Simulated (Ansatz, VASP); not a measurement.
**One calculation of Ir, two programs**

File INCAR:

```
PREC = Accurate
ENCUT = 520
EDIFF = 1E-7
ISMEAR = -1
SIGMA = 0.1
LREAL = False
LASPH = True
NELM = 80
ALGO = Normal
ISIF = 2
LWAVE = False
LCHARG = False
GGA = RE
NBANDS = 20
```

Contents of KPOINTS:

```
regular mesh
0
Gamma
  11 11 15
```

File POSCAR:

```
Ir
1.0
    4.3325628881      0.0000000000      0.0000000000
   -2.1662814440      3.7521095246      0.0000000000
    0.0000000000      0.0000000000      2.6766405767
Ir
3
Direct
    0.0000000000      1.0000000000      0.0000000000
    0.3333333333      0.6666666667      0.5000000000
    0.6666666667      0.3333333333      0.5000000000
```

Input for Ansatz:

```yaml
crystal:
  lattice:
    - [4.3325628881, 0.0, 0.0]
    - [-2.166281444, 3.7521095246, 0.0]
    - [0.0, 0.0, 2.6766405767]
  atoms:
    - { symbol: Ir, position: [0.0, 1.0, 0.0] }
    - { symbol: Ir, position: [0.3333333333, 0.6666666667, 0.5] }
    - { symbol: Ir, position: [0.6666666667, 0.3333333333, 0.5] }
hamiltonian:
  xc: revpbe
  pseudopotentials:
    kind: paw
    azcp:
      Ir: "pseudopotentials/Ir.paw.azcp"
basis:
  ecutwfc: 420
  fft_grid_basis: typed
kpoints:
  mp_grid: { grid: [11, 11, 15], shift: [0, 0, 0] }
magnetization:
  spin_polarized: false
scf:
  occupations: { method: fermi_dirac, width: 0.1 }
output:
  stress: true
```

Alike in both runs: task single point; functional revPBE; k mesh 11 × 11 × 15; occupations fermi-dirac, width 0.1 eV; no spin polarisation.

```csv
,VASP,Ansatz
version,VASP 6.6.1,Ansatz 0.2.0
potentials or method,"VASP PAW PBE potentials, release 64 (Ir), cutoff 520 eV","plane waves (420 eV) with PAW, scalar-relativistic"
valence electrons in the cell,27,51
```

```tsv
	VASP	Ansatz	Ansatz less VASP
pressure (GPa)	14.5	14.0	-0.42
traceless stress, the component that is largest in VASP (GPa)	-1.40	-1.27	+0.130
```

VASP's potentials were made for PBE, not for revPBE. VASP's potentials hold 27 valence electrons a cell and Ansatz's 51, so a difference there can come from the potentials and not from the codes.

Neither program's run includes spin-orbit coupling.
